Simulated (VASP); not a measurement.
Here is a VASP 6.6.1 calculation.

File INCAR:

```
SYSTEM = CsSe
PREC     = Accurate       ! precision mode
ENCUT    = 520            ! plane-wave cutoff, eV
EDIFF    = 1E-6           ! SCF threshold, eV
ISMEAR   = 0              ! smearing method
SIGMA    = 0.1            ! smearing width, eV
LREAL    = .False.        ! projectors in reciprocal space
LASPH    = .True.         ! aspherical terms in the spheres
NELM     = 100            ! most SCF steps
ALGO     = Fast           ! electronic algorithm
ISIF     = 2              ! what is computed and relaxed
LWAVE    = .False.        ! write WAVECAR
LCHARG   = .False.        ! write CHGCAR
GGA      = PE             ! functional
NBANDS   = 23             ! bands
```

File KPOINTS:

```
regular mesh
0
Gamma
  12 12 6
  0 0 0
```

Contents of POSCAR:

```
CsSe
1.0
    4.7785742077      0.0000000000      0.0000000000
   -2.3892871039      4.1383666578      0.0000000000
    0.0000000000      0.0000000000      9.7450606927
Cs Se
2 2
Direct
    0.0000000000      0.0000000000      0.0000000000
    0.0000000000      0.0000000000      0.5000000000
    0.6666666667      0.3333333333      0.7500000000
    0.3333333333      0.6666666667      0.2500000000
```

Potentials or basis: VASP PAW PBE potentials, release 64 (Cs_sv, Se).

The run is started by

```console
$ cat potpaw_PBE.64/Cs_sv/POTCAR potpaw_PBE.64/Se/POTCAR > POTCAR
$ mpirun -np 1 vasp_std > vasp.out
```

(1) Estimate the band gap on the k mesh.

(2) Estimate the pressure.

Results:

(1) zero (bands 15 and 16 overlap by 0.42 eV).

(2) 0.0 GPa.

Caveat: spin-orbit coupling is left out, which moves the levels of the heavy elements.
